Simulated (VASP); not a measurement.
A run of VASP 6.6.1 is set up as follows.

Contents of INCAR:

```
SYSTEM = HfIn4SiO6
ALGO = Normal
EDIFF = 1E-7
ENCUT = 520
GGA = PS
ISIF = 2
ISMEAR = -1
LASPH = .True.
LCHARG = .False.
LREAL = .False.
LWAVE = .False.
NBANDS = 63
NELM = 80
PREC = Accurate
SIGMA = 0.05
```

The input KPOINTS:

```
k-points
0
Gamma
  4 4 2
  0 0 0
```

File POSCAR:

```
HfIn4SiO6
1.0
    5.1848196845      0.0000028361      0.0000000000
   -2.5924122984      4.4901841428      0.0000000000
    0.0000000000      0.0000000000      9.9352627638
Hf In Si O
1 4 1 6
Direct
    0.6666666667      0.3333333333      0.0000000000
    0.0000000000      0.0000000000      0.3196012657
    0.0000000000      0.0000000000      0.6803987343
    0.3333333333      0.6666666667      0.7755337035
    0.3333333333      0.6666666667      0.2244662965
    0.0000000000      0.0000000000      0.0000000000
    0.9771786532      0.7049837019      0.8941885080
    0.2950162981      0.0228213468      0.1058114920
    0.2950162981      0.2721949512      0.8941885080
    0.7278050488      0.7049837019      0.1058114920
    0.7278050488      0.0228213468      0.8941885080
    0.9771786532      0.2721949512      0.1058114920
```

Potentials or basis: VASP PAW PBE potentials, release 64 (Hf_pv, In_d, Si, O).

The run is started by

```sh
$ cat potpaw_PBE.64/Hf_pv/POTCAR potpaw_PBE.64/In_d/POTCAR potpaw_PBE.64/Si/POTCAR potpaw_PBE.64/O/POTCAR > POTCAR
$ mpirun -np 1 vasp_std > vasp.out
```

Question: What does it give for the pressure?

Answer: -0.3 GPa.

Question: Estimate the band gap on the k mesh.

Answer: Zero (bands 51 and 52 overlap by 0.29 eV).

Stress tensor (GPa, compression positive):
```
-0.43  0.00  0.00
 0.00 -0.43  0.00
 0.00  0.00 -0.15
```

Caveat: the PAW data sets were made with another functional, which shifts forces and pressure a little; spin-orbit coupling is left out, which moves the levels of the heavy elements.
